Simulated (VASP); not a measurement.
# MgO (I4mm) in VASP: single point with r2SCAN

Aim: the single point of MgO with r2SCAN.

Program: VASP 6.6.1. These are calculated values, not measurements. Logs are shortened: lines on timing, memory, paths and dates and some standing lists are left out, and cuts for length are marked.

## (1) The cell of the first run

The structure is tetragonal, space group I4mm (No. 107). Conventional cell: a = 3.020 Å, b = 3.020 Å, c = 4.270 Å, α = 90.00°, β = 90.00°, γ = 90.00°. Within 2.6 Å of Mg (site symmetry 4mm) lie 6 O at 1.94 to 2.34 Å. Within 2.6 Å of O (site symmetry 4mm) lie 6 Mg at 1.94 to 2.34 Å.

## (2) Single point, r2SCAN (atom 2 (O) moved by (-0.200, +0.000) A along x and z)

POSCAR

```
MgO
1.0
    0.0000000000      2.1351500000      2.1351500000
    2.1351500000      0.0000000000      2.1351500000
    2.1351500000      2.1351500000      0.0000000000
Mg O
1 1
Direct
    0.0000000000      0.0000000000      0.0000000000
    0.5468351170      0.4531648830      0.4531648830
```

INCAR.step1

```
  ALGO = Normal
  EDIFF = 1E-5
  ENCUT = 920
  GGA = PE
  GGA_COMPAT = False
  ISMEAR = 0
  LASPH = True
  LCHARG = False
  LREAL = False
  LWAVE = True
  NBANDS = 15
  NELM = 120
  PREC = Accurate
  SIGMA = 0.05
```

INCAR.step2

```
  ALGO = Normal
  EDIFF = 1E-6
  ENCUT = 920
  GGA_COMPAT = False
  ISIF = 2
  ISMEAR = 0
  ISTART = 1
  LASPH = True
  LCHARG = False
  LMIXTAU = True
  LREAL = False
  LWAVE = False
  METAGGA = R2SCAN
  NBANDS = 15
  NELM = 120
  PREC = Accurate
  SIGMA = 0.05
```

KPOINTS

```
k-points
0
Gamma
  10 10 10
```

Potentials or basis: VASP PAW PBE potentials, release 64 (Mg_sv, O).

Launch:

```sh
$ cat potpaw_PBE.64/Mg_sv/POTCAR potpaw_PBE.64/O/POTCAR > POTCAR
$ cp INCAR.step1 INCAR
$ mpirun -np 1 vasp_std > vasp.out
$ cp INCAR.step2 INCAR
$ mpirun -np 1 vasp_std > vasp.out
```

OUTCAR:

```text
EDIFF = 1E-6
   ENCUT = 920
   ISIF = 2
   ISMEAR = 0
   ISTART = 1
   LASPH = True
   LREAL = False
   METAGGA = R2SCAN
   NELM = 120
   PREC = Accurate

 ion  position               nearest neighbor table
   1  0.000  0.000  0.000-   2 1.94
   2  0.547  0.453  0.453-   1 1.94

  LATTYP: Found a face centered cubic cell.
 ALAT       =     4.2703000000

  Lattice vectors:

 A1 = (   0.0000000000,   2.1351500000,   2.1351500000)
 A2 = (   2.1351500000,   0.0000000000,   2.1351500000)
 A3 = (   2.1351500000,   2.1351500000,   0.0000000000)

Analysis of symmetry for initial positions (statically):
=====================================================================
 Subroutine PRICEL returns:
 Original cell was already a primitive cell.

 Routine SETGRP: Setting up the symmetry group for a
 face centered cubic supercell.

 Subroutine GETGRP returns: Found  8 space group operations
 (whereof  8 operations were pure point group operations)
 out of a pool of 48 trial point group operations.

The static configuration has the point symmetry C_4v.

Analysis of symmetry for dynamics (positions and initial velocities):
=====================================================================
 Subroutine PRICEL returns:
 Original cell was already a primitive cell.

 Routine SETGRP: Setting up the symmetry group for a
 face centered cubic supercell.

 Subroutine GETGRP returns: Found  8 space group operations
 (whereof  8 operations were pure point group operations)
 out of a pool of 48 trial point group operations.

The dynamic configuration has the point symmetry C_4v.

 Subroutine INISYM returns: Found  8 space group operations
 (whereof  8 operations are pure point group operations),
 and found     1 'primitive' translations

----------------------------------------------------------------------------------------

                                     Primitive cell

  volume of cell :      19.4677

  direct lattice vectors                    reciprocal lattice vectors
     0.000000000  2.135150000  2.135150000    -0.234175585  0.234175585  0.234175585
     2.135150000  0.000000000  2.135150000     0.234175585 -0.234175585  0.234175585
     2.135150000  2.135150000  0.000000000     0.234175585  0.234175585 -0.234175585

  length of vectors
     3.019558088  3.019558088  3.019558088     0.405604011  0.405604011  0.405604011

  position of ions in fractional coordinates (direct lattice)
     0.000000000  0.000000000  0.000000000
     0.546835117  0.453164883  0.453164883

  ion indices of the primitive-cell ions
   primitive index   ion index
                 1           1
                 2           2

----------------------------------------------------------------------------------------

 KPOINTS: k-points

Automatic generation of k-mesh.
 Grid dimensions read from file:
 generate k-points for:   10   10   10

 Generating k-lattice:

  Cartesian coordinates                     Fractional coordinates (reciprocal lattice)
    -0.023417558  0.023417558  0.023417558     0.100000000  0.000000000  0.000000000
     0.023417558 -0.023417558  0.023417558     0.000000000  0.100000000  0.000000000
     0.023417558  0.023417558 -0.023417558     0.000000000  0.000000000  0.100000000

  Length of vectors
     0.040560401  0.040560401  0.040560401

  Shift w.r.t. Gamma in fractional coordinates (k-lattice)
     0.000000000  0.000000000  0.000000000

 Subroutine IBZKPT returns following result:
 ===========================================

 Found    102 irreducible k-points:

 Following reciprocal coordinates:
            Coordinates               Weight
  0.000000  0.000000  0.000000      1.000000
  0.100000  0.000000  0.000000      8.000000
  0.200000  0.000000  0.000000      8.000000
  0.300000  0.000000  0.000000      8.000000
  0.400000  0.000000  0.000000      8.000000
  0.500000  0.000000  0.000000      4.000000
[... 16 lines left out ...]
 -0.100000  0.100000  0.000000      8.000000
  0.000000 -0.100000  0.100000      4.000000
 [... further k-points ...]
   k-points           NKPTS =    102   k-points in BZ     NKDIM =    102   number of bands    NBANDS=     15
   number of dos      NEDOS =    301   number of ions     NIONS =      2
   total plane-waves  NPLWV =  27000
   dimension x,y,z NGX =    30 NGY =   30 NGZ =   30
   dimension x,y,z NGXF=    60 NGYF=   60 NGZF=   60
   ions per type =               1   1
   NGX,Y,Z   is equivalent  to a cutoff of  16.52, 16.52, 16.52 a.u.
   NGXF,Y,Z  is equivalent  to a cutoff of  33.03, 33.03, 33.03 a.u.
 SYSTEM =  unknown system
   PREC   = accura    normal or accurate (medium, high low for compatibility)
   ISTART =      1    job   : 0-new  1-cont  2-samecut
   ICHARG =      0    charge: 1-file 2-atom 10-const
   ISPIN  =      1    spin polarized calculation?
   LNONCOLLINEAR =      F non collinear calculations
   LSORBIT =      F    spin-orbit coupling
   LASPH  =      T    aspherical Exc in radial PAW
   ENCUT  =  920.0 eV  67.62 Ry    8.22 a.u.   7.47  7.47  7.47*2*pi/ulx,y,z
   NELM   =    120;   NELMIN=  2; NELMDL=  0     # of ELM steps
   EDIFF  = 0.1E-05   stopping-criterion for ELM
   LREAL  =      F    real-space projection
   EDIFFG = 0.1E-04   stopping-criterion for IOM
   NSW    =      0    number of steps for IOM
   IBRION =     -1    ionic relax: 0-MD 1-quasi-New 2-CG
   NFREE  =      0    steps in history (QN), initial steepest desc. (CG)
   ISIF   =      2    stress and relaxation
   ISYM   =      2    0-nonsym 1-usesym 2-fastsym
   POTIM  = 0.5000    time-step for ionic-motion
   TEBEG  =    0.0;   TEEND  =   0.0 temperature during run
   PSTRESS=    0.0 pullay stress
   NELECT =      16.0000    total number of electrons
   NUPDOWN=      -1.0000    fix difference up-down
   EMIN   =  10.00;   EMAX   =-10.00  energy-range for DOS
   EFERMI =   0.00;   METHOD = LEGACY
   ISMEAR =     0;   SIGMA  =   0.05  broadening in eV -4-tet -1-fermi 0-gaus
   EFERMI_NEDOS =   21; number of points for ismear=-14 and -15
   IALGO  =     38    algorithm
   IMIX   =      4    mixing-type and parameters
     AMIX     =   0.40;   BMIX     =  1.00
     AMIX_MAG =   1.60;   BMIX_MAG =  1.00
  volume/ion in A,a.u.               =       9.73        65.69
  Fermi-wavevector in a.u.,A,eV,Ry     =   1.533474  2.897846 31.994681  2.351543
  Thomas-Fermi vector in A             =   2.640536
   LORBIT       =      0    0 simple, 1 ext, 2 COOP (PROOUT), +10 PAW based schemes
   METAGGA = R2SCAN    functional components
   LHFCALC =     F    Hartree Fock is set to
   AEXX    =    0.0000 exact exchange contribution
   IVDW    =     0    specifies the selected vdW correction
   LEPSILON=     F    determine dielectric tensor
   LRPA    =     F    only Hartree local field effects (RPA)
 non-spin polarized calculation
 Gauss-broadening in eV      SIGMA  =   0.05
  energy-cutoff  :      920.00
  volume of cell :       19.47
 maximum number of plane-waves:      1251
 NGX is ok and might be reduce to    30
   NGX = 15   NGY = 15   NGZ = 15

 number of electron      15.9999993 magnetization

 Free energy of the ion-electron system (eV)
  ---------------------------------------------------
  ext. energy  EPLUGINS =         0.00000000
  ---------------------------------------------------
  free energy    TOTEN  =       -16.03165230 eV

  energy without entropy =      -16.03165230  energy(sigma->0) =      -16.03165230

 E-fermi :   2.6971     XC(G=0): -11.7977

 val. band max:        2.1864096809   @ k =   0.0000   0.0000   0.0000
 cond. band min:       7.4137702513   @ k =   0.0000   0.0000   0.0000
 fundamental gap:      5.2273605704
 Fermi energy:         2.6970867039

 k-point     1 :       0.0000    0.0000    0.0000
  band No.  band energies     occupation
      1     -72.8594      2.00000
      2     -37.9500      2.00000
      3     -37.9500      2.00000
      4     -37.9499      2.00000
      5     -15.7822      2.00000
      6       2.1339      2.00000
      7       2.1864      2.00000
      8       2.1864      2.00000
      9       7.4138      0.00000
     10      18.9094      0.00000
     11      18.9798      0.00000
     12      18.9798      0.00000
     13      22.7242      0.00000
     14      24.6344      0.00000
     15      24.7402      0.00000

 k-point     2 :       0.1000    0.0000    0.0000
  band No.  band energies     occupation
      1     -72.8588      2.00000
      2     -37.9572      2.00000
      3     -37.9507      2.00000
      4     -37.9504      2.00000
      5     -15.6842      2.00000
      6       1.5490      2.00000
      7       2.1054      2.00000
      8       2.1252      2.00000
      9       8.0236      0.00000
     10      17.6377      0.00000
     11      19.1757      0.00000
     12      19.2028      0.00000
     13      23.8711      0.00000
     14      23.9436      0.00000
     15      24.4887      0.00000

 k-point     3 :       0.2000    0.0000    0.0000
  band No.  band energies     occupation
      1     -72.8571      2.00000
      2     -37.9756      2.00000
      3     -37.9526      2.00000
      4     -37.9522      2.00000
      5     -15.4167      2.00000
      6       0.2987      2.00000
      7       1.9486      2.00000
      8       1.9695      2.00000
      9       9.2383      0.00000
     10      16.0630      0.00000
     11      19.5768      0.00000
     12      19.6210      0.00000
     13      23.1982      0.00000
     14      23.3565      0.00000
     15      25.4325      0.00000

 k-point     4 :       0.3000    0.0000    0.0000
  band No.  band energies     occupation
      1     -72.8551      2.00000
      2     -37.9981      2.00000
      3     -37.9549      2.00000
      4     -37.9544      2.00000
      5     -15.0609      2.00000
      6      -0.9563      2.00000
      7       1.7639      2.00000
      8       1.7852      2.00000
      9      10.2552      0.00000
     10      15.2743      0.00000
     11      19.6414      0.00000
     12      19.6475      0.00000
     13      23.7247      0.00000
     14      23.7881      0.00000
     15      24.8984      0.00000
[... 307 lines left out ...]
 k-point    22 :       0.0000   -0.2000    0.1000
  band No.  band energies     occupation
      1     -72.8560      2.00000
      2     -37.9837      2.00000
      3     -37.9585      2.00000
      4     -37.9524      2.00000
      5     -15.2366      2.00000
      6      -0.2224      2.00000
      7       1.5652      2.00000
      8       1.9354      2.00000
      9      10.0307      0.00000
     10      15.4099      0.00000
     11      19.0987      0.00000
     12      20.0998      0.00000
     13      21.9781      0.00000
     14      24.1816      0.00000
     15      26.7212      0.00000

 k-point    23 :      -0.1000    0.1000    0.0000
  band No.  band energies     occupation
      1     -72.8578      2.00000
      2     -37.9662      2.00000
      3     -37.9547      2.00000
      4     -37.9505      2.00000
      5     -15.5305      2.00000
      6       0.8736      2.00000
      7       1.8719      2.00000
      8       2.0660      2.00000
      9       8.8114      0.00000
     10      16.5593      0.00000
     11      19.2217      0.00000
     12      19.6342      0.00000
     13      22.7139      0.00000
     14      24.0463      0.00000
     15      25.8740      0.00000

 k-point    24 :       0.0000   -0.1000    0.1000
  band No.  band energies     occupation
      1     -72.8578      2.00000
      2     -37.9660      2.00000
      3     -37.9543      2.00000
      4     -37.9507      2.00000
      5     -15.5311      2.00000
      6       0.8629      2.00000
      7       1.8622      2.00000
      8       2.0830      2.00000
      9       8.8397      0.00000
     10      16.5194      0.00000
     11      19.2708      0.00000
     12      19.5943      0.00000
     13      22.5100      0.00000
     14      24.0559      0.00000
     15      26.1246      0.00000

 [... further k-points ...]

------------------------ aborting loop because EDIFF is reached ----------------------------------------

  FORCE on cell =-STRESS in cart. coord.  units (eV):
  Direction    XX          YY          ZZ          XY          YZ          ZX
  --------------------------------------------------------------------------------------
  -------------------------------------------------------------------------------------
  Total        0.7052132     -0.8751825     -0.8751825      0.0000000      0.0000000      0.0000000
  in kB       58.0384529    -72.0267838    -72.0267838      0.0000000      0.0000000      0.0000000
  external PRESSURE =     -28.6717049 kB  Pullay stress =       0.0000000 kB

 VOLUME and BASIS-vectors are now :
 -----------------------------------------------------------------------------
  energy-cutoff  :      920.00
  volume of cell :       19.47
      direct lattice vectors                 reciprocal lattice vectors
     0.000000000  2.135150000  2.135150000    -0.234175585  0.234175585  0.234175585
     2.135150000  0.000000000  2.135150000     0.234175585 -0.234175585  0.234175585
     2.135150000  2.135150000  0.000000000     0.234175585  0.234175585 -0.234175585

 POSITION                                       TOTAL-FORCE (eV/Angst)
 -----------------------------------------------------------------------------------
      0.00000      0.00000      0.00000        -1.213264      0.000000      0.000000
      1.93515      2.13515      2.13515         1.213264      0.000000      0.000000
 -----------------------------------------------------------------------------------
    total drift:                               -0.016356     -0.000000     -0.000000

  FREE ENERGIE OF THE ION-ELECTRON SYSTEM (eV)
  ---------------------------------------------------
  free  energy   TOTEN  =       -16.0316523001 eV

  energy  without entropy=      -16.0316523001  energy(sigma->0) =      -16.03165230
```

Run time: 3.7 min. Hardware: 1 thread of Intel Xeon Platinum 8488C (Sapphire Rapids), shared host; peak memory 0.21 GiB.

What came out:

```yaml
Free_energy: -16.0317 eV
Pressure: -2.9 GPa
Largest_force: 1.213 eV/Å
Band_gap_on_the_k_mesh: 5.23 eV
```

Forces in eV/Å, atoms in the order of the input:
```
Mg  -1.213  0.000  0.000
O    1.213  0.000  0.000
```

Stress tensor (GPa, compression positive):
```
 5.80  0.00  0.00
 0.00 -7.20  0.00
 0.00  0.00 -7.20
```

Caveat: the cell differs from its parent crystal (atom 2 (O) moved by (-0.200, +0.000) A along x and z); the stress differs along the axes, from -7 to 6 GPa; the PAW data sets were made with another functional, which shifts forces and pressure a little.
